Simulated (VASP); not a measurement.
# Y (R-3m) in VASP: single point with LDA

Aim: the single point of Y with LDA.

Everything below comes from runs of VASP 6.6.1. Logs are shortened: lines on timing, memory, paths and dates and some standing lists are left out, and cuts for length are marked.

**1. The cell of the first run**

It takes space group R-3m (No. 166, trigonal). Conventional cell: a = 3.134 Å, b = 3.134 Å, c = 10.824 Å, α = 90.00°, β = 90.00°, γ = 120.00°. Y (site symmetry -3m) has 12 Y at 3.13 to 4.04 Å within 4.1 Å.

**2. Single point, LDA**

INCAR reads:

```
  PREC = Accurate
  ENCUT = 520
  EDIFF = 1E-6
  ISMEAR = 0
  SIGMA = 0.15
  LREAL = F
  LASPH = T
  NELM = 100
  ALGO = Fast
  ISIF = 2
  LWAVE = F
  LCHARG = T
  GGA = CA
  LELF = T
  LVHAR = T
  NBANDS = 12
```

KPOINTS reads:

```
regular mesh
0
Gamma
  18 18 18
```

POSCAR reads:

```
Y
1.0
    0.6057302831      2.8218166849      2.8218166849
    2.8218166849      0.6057302831      2.8218166849
    2.8218166849      2.8218166849      0.6057302831
Y
1
Direct
    0.0000000000      0.0000000000      0.0000000000
```

Potentials or basis: VASP PAW LDA potentials, release 64 (Y_sv).

The run is started by

```sh
$ cat potpaw_LDA.64/Y_sv/POTCAR > POTCAR
$ mpirun -np 1 vasp_std > vasp.out
```

OUTCAR:

```text
PREC = Accurate
   ENCUT = 520
   EDIFF = 1E-6
   ISMEAR = 0
   LREAL = F
   LASPH = T
   NELM = 100
   ISIF = 2
   GGA = CA

 ion  position               nearest neighbor table
   1  0.000  0.000  0.000-

  LATTYP: Found a trigonal (rhomboedric) cell.
 ALAT       =     4.0363607349
 COS(alpha) =     0.6985651702

  Lattice vectors:

 A1 = (   0.6057302831,   2.8218166849,   2.8218166849)
 A2 = (   2.8218166849,   0.6057302831,   2.8218166849)
 A3 = (   2.8218166849,   2.8218166849,   0.6057302831)

Analysis of symmetry for initial positions (statically):
=====================================================================
 Subroutine PRICEL returns:
 Original cell was already a primitive cell.

 Routine SETGRP: Setting up the symmetry group for a
 trigonal (rhombohedral) supercell.

 Subroutine GETGRP returns: Found 12 space group operations
 (whereof 12 operations were pure point group operations)
 out of a pool of 12 trial point group operations.

The static configuration has the point symmetry D_3d.

Analysis of symmetry for dynamics (positions and initial velocities):
=====================================================================
 Subroutine PRICEL returns:
 Original cell was already a primitive cell.

 Routine SETGRP: Setting up the symmetry group for a
 trigonal (rhombohedral) supercell.

 Subroutine GETGRP returns: Found 12 space group operations
 (whereof 12 operations were pure point group operations)
 out of a pool of 12 trial point group operations.

The dynamic configuration has the point symmetry D_3d.

 Subroutine INISYM returns: Found 12 space group operations
 (whereof 12 operations are pure point group operations),
 and found     1 'primitive' translations

----------------------------------------------------------------------------------------

                                     Primitive cell

  volume of cell :      30.6909

  direct lattice vectors                    reciprocal lattice vectors
     0.605730283  2.821816685  2.821816685    -0.247491865  0.203754079  0.203754079
     2.821816685  0.605730283  2.821816685     0.203754079 -0.247491865  0.203754079
     2.821816685  2.821816685  0.605730283     0.203754079  0.203754079 -0.247491865

  length of vectors
     4.036360735  4.036360735  4.036360735     0.379846907  0.379846907  0.379846907

  position of ions in fractional coordinates (direct lattice)
     0.000000000  0.000000000  0.000000000

[... 77 lines left out ...]
   EDIFFG = 0.1E-04   stopping-criterion for IOM
   NSW    =      0    number of steps for IOM
   IBRION =     -1    ionic relax: 0-MD 1-quasi-New 2-CG
   NFREE  =      0    steps in history (QN), initial steepest desc. (CG)
   ISIF   =      2    stress and relaxation
   ISYM   =      2    0-nonsym 1-usesym 2-fastsym
   POTIM  = 0.5000    time-step for ionic-motion
   TEBEG  =    0.0;   TEEND  =   0.0 temperature during run
   PSTRESS=    0.0 pullay stress
   NELECT =      11.0000    total number of electrons
   NUPDOWN=      -1.0000    fix difference up-down
   EMIN   =  10.00;   EMAX   =-10.00  energy-range for DOS
   EFERMI =   0.00;   METHOD = LEGACY
   ISMEAR =     0;   SIGMA  =   0.15  broadening in eV -4-tet -1-fermi 0-gaus
   EFERMI_NEDOS =   21; number of points for ismear=-14 and -15
   IALGO  =     68    algorithm
   IMIX   =      4    mixing-type and parameters
     AMIX     =   0.40;   BMIX     =  1.00
     AMIX_MAG =   1.60;   BMIX_MAG =  1.00
  volume/ion in A,a.u.               =      30.69       207.11
  Fermi-wavevector in a.u.,A,eV,Ry     =   1.162883  2.197530 18.399114  1.352297
  Thomas-Fermi vector in A             =   2.299439
   LORBIT       =      0    0 simple, 1 ext, 2 COOP (PROOUT), +10 PAW based schemes
   GGA     = CA    functional components
   LHFCALC =     F    Hartree Fock is set to
   AEXX    =    0.0000 exact exchange contribution
   IVDW    =     0    specifies the selected vdW correction
   LEPSILON=     F    determine dielectric tensor
   LRPA    =     F    only Hartree local field effects (RPA)
 non-spin polarized calculation
 RMM-DIIS sequential band-by-band and
 Gauss-broadening in eV      SIGMA  =   0.15
  energy-cutoff  :      520.00
  volume of cell :       30.69
 maximum number of plane-waves:       838
 NGX is ok and might be reduce to    30
   NGX = 15   NGY = 15   NGZ = 15

 number of electron      11.0000000 magnetization

 Free energy of the ion-electron system (eV)
  ---------------------------------------------------
  ext. energy  EPLUGINS =         0.00000000
  ---------------------------------------------------
  free energy    TOTEN  =        -6.45902875 eV

  energy without entropy =       -6.43875540  energy(sigma->0) =       -6.44889208

 E-fermi :   2.9083     XC(G=0):  -9.8217

 val. band max:        2.9079912977   @ k =   0.4444   0.1667   0.1111
 cond. band min:       2.9099843573   @ k =  -0.4444   0.1111   0.0556
 fundamental gap:      0.0019930596
 Fermi energy:         2.9082810465

 k-point     1 :       0.0000    0.0000    0.0000
  band No.  band energies     occupation
      1     -39.3181      2.00000
      2     -19.2657      2.00000
      3     -18.7304      2.00000
      4     -18.7304      2.00000
      5      -1.5050      2.00000
      6       2.6946      1.95604
      7       5.2660      0.00000
      8       5.2660      0.00000
      9       8.2231      0.00000
     10       8.2231      0.00000
     11      10.4987      0.00000
     12      14.2119      0.00000
[... 331 lines left out ...]
 k-point    24 :      -0.2222    0.0556    0.0000
  band No.  band energies     occupation
      1     -39.2049      2.00000
      2     -19.4968      2.00000
      3     -19.1762      2.00000
      4     -18.9131      2.00000
      5       0.2428      2.00000
      6       3.3793      0.00001
      7       4.2685      0.00000
      8       5.4460      0.00000
      9       7.0696      0.00000
     10       7.5037      0.00000
     11      12.8005      0.00000
     12      16.1333      0.00000

 [... further k-points ...]
[... 5 lines left out ...]
  --------------------------------------------------------------------------------------
  -------------------------------------------------------------------------------------
  Total        0.2849339      0.2849339      0.2849339     -1.3295024     -1.3295024     -1.3295024
  in kB       14.8746078     14.8746078     14.8746078    -69.4049635    -69.4049635    -69.4049635
  external PRESSURE =      14.8746078 kB  Pullay stress =       0.0000000 kB

 VOLUME and BASIS-vectors are now :
 -----------------------------------------------------------------------------
  energy-cutoff  :      520.00
  volume of cell :       30.69
      direct lattice vectors                 reciprocal lattice vectors
     0.605730283  2.821816685  2.821816685    -0.247491865  0.203754079  0.203754079
     2.821816685  0.605730283  2.821816685     0.203754079 -0.247491865  0.203754079
     2.821816685  2.821816685  0.605730283     0.203754079  0.203754079 -0.247491865

 POSITION                                       TOTAL-FORCE (eV/Angst)
 -----------------------------------------------------------------------------------
      0.00000      0.00000      0.00000        -0.000000      0.000000     -0.000000
 -----------------------------------------------------------------------------------
    total drift:                               -0.000000     -0.000000      0.000000

  FREE ENERGIE OF THE ION-ELECTRON SYSTEM (eV)
  ---------------------------------------------------
  free  energy   TOTEN  =        -6.4590287485 eV

  energy  without entropy=       -6.4387554046  energy(sigma->0) =       -6.44889208
```

stdout:

```text
POSCAR found type information on POSCAR Y
 POSCAR found :  1 types and       1 ions
 scaLAPACK will be used
 LDA part: xc-table for (Slater(with rela. corr.)+CA(PZ))
 , standard interpolation
 POSCAR, INCAR and KPOINTS ok, starting setup
 FFT: planning ... GRIDC
 FFT: planning ... GRID_SOFT
 FFT: planning ... GRID
 WAVECAR not read
 entering main loop
WARNING in EDDRMM: call to ZHEGV failed, returncode =   6  3      8
WARNING in EDDRMM: call to ZHEGV failed, returncode =   6  3      5
WARNING in EDDRMM: call to ZHEGV failed, returncode =   6  3      7
WARNING in EDDRMM: call to ZHEGV failed, returncode =   6  3     10
WARNING in EDDRMM: call to ZHEGV failed, returncode =   8  4     11
WARNING in EDDRMM: call to ZHEGV failed, returncode =   6  3      6
WARNING in EDDRMM: call to ZHEGV failed, returncode =   8  4     12
```

Wall time 5 min (1 thread of Intel Xeon Platinum 8259CL at 2.50GHz (Skylake/Cascade Lake), shared host); peak memory 0.36 GiB.

Results:

```
Free energy : -6.4590 eV
Pressure    : 1.5 GPa
```

Stress tensor (GPa, compression positive):
```
 1.49 -6.94 -6.94
-6.94  1.49 -6.94
-6.94 -6.94  1.49
```

Levels at points of the mesh, in eV from the Fermi level:
```csv
k point,band 2,band 3,band 4,band 5,band 6,band 7,band 8,band 9,band 10,band 11
"(0.00, 0.00, 0.00)",-22.17,-21.64,-21.64,-4.41,-0.21,2.36,2.36,5.31,5.31,7.59
"(0.50, 0.00, 0.00)",-23.08,-22.01,-21.96,-1.80,0.08,2.23,3.43,3.70,7.55,8.83
"(0.50, 0.50, 0.00)",-23.06,-22.07,-21.98,-1.75,-1.01,3.19,5.02,5.07,6.97,7.59
"(0.50, 0.50, 0.50)",-22.40,-21.65,-21.65,-2.63,-0.34,2.25,2.25,5.40,5.82,5.82
```
